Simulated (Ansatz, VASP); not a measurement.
## Two plane-wave programs on WS2

File INCAR:

```
SYSTEM = WS2
ALGO = Normal
EDIFF = 1E-6
ENCUT = 500
GGA_COMPAT = .False.
ISIF = 2
ISMEAR = 0
LASPH = .True.
LCHARG = .False.
LREAL = .False.
LWAVE = .False.
NBANDS = 35
NELM = 120
PREC = Accurate
SIGMA = 0.02
```

KPOINTS

```
k-points
0
Gamma
  12 12 4
  0 0 0
```

File POSCAR:

```
WS2
1.0
    3.1267849885      0.0000000028      0.0000000000
   -1.5633924967      2.7078752308      0.0000000000
    0.0000000000      0.0000000000     12.1627005541
W S
2 4
Direct
    0.3333333333      0.6666666667      0.2500000000
    0.6666666667      0.3333333333      0.7500000000
    0.3333333333      0.6666666667      0.6215753880
    0.6666666667      0.3333333333      0.1215753880
    0.3333333333      0.6666666667      0.8784246120
    0.6666666667      0.3333333333      0.3784246120
```

Input for Ansatz:

```yaml
crystal:
  lattice:
    - [3.1267849871, 2.8e-09, 0.0]
    - [-1.563392496, 2.7078752297, 0.0]
    - [0.0, 0.0, 12.1627004857]
  atoms:
    - { symbol: W, position: [0.3333333333, 0.6666666667, 0.25] }
    - { symbol: W, position: [0.6666666667, 0.3333333333, 0.75] }
    - { symbol: S, position: [0.3333333333, 0.6666666667, 0.6215753873] }
    - { symbol: S, position: [0.6666666667, 0.3333333333, 0.1215753873] }
    - { symbol: S, position: [0.3333333333, 0.6666666667, 0.8784246127] }
    - { symbol: S, position: [0.6666666667, 0.3333333333, 0.3784246127] }
basis:
  ecutwfc: 420
kpoints:
  mp_grid: { grid: [12, 12, 4] }
  band_path: { path: [VBM, CBM], npoints: 2 }
hamiltonian:
  xc: lda
scf:
  occupations: { method: gaussian, width: 0.02 }
output:
  forces: true
  stress: true
  eigenvalues: true
```

Alike in both runs: task single point; functional LDA; k mesh 12 × 12 × 4; occupations gaussian, width 0.02 eV; no spin polarisation.

|  | VASP | Ansatz |
| --- | --- | --- |
| version | VASP 6.6.1 | Ansatz 0.2.0 |
| potentials or method | VASP PAW LDA potentials, release 64 (W_sv, S), cutoff 500 eV | scalar-relativistic, plane waves, PAW |
| valence electrons in the cell | 52 | 52 |

```tsv
	VASP	Ansatz	Ansatz less VASP
gap on the k mesh at the Fermi level (eV)	0.85	0.84	-0.010
least direct gap on the mesh (eV)	1.89	1.88	-0.012
pressure (GPa)	0.4	0.0	-0.41
rms of the force components (eV/Å)	0.023	0.001	-0.0226
```

LDA's correlation is that of Perdew and Zunger in VASP and of Perdew and Wang (1992) in Ansatz. Atom by atom the forces differ by 0.023 eV/Å (rms over components).

Spin-orbit coupling is off throughout.
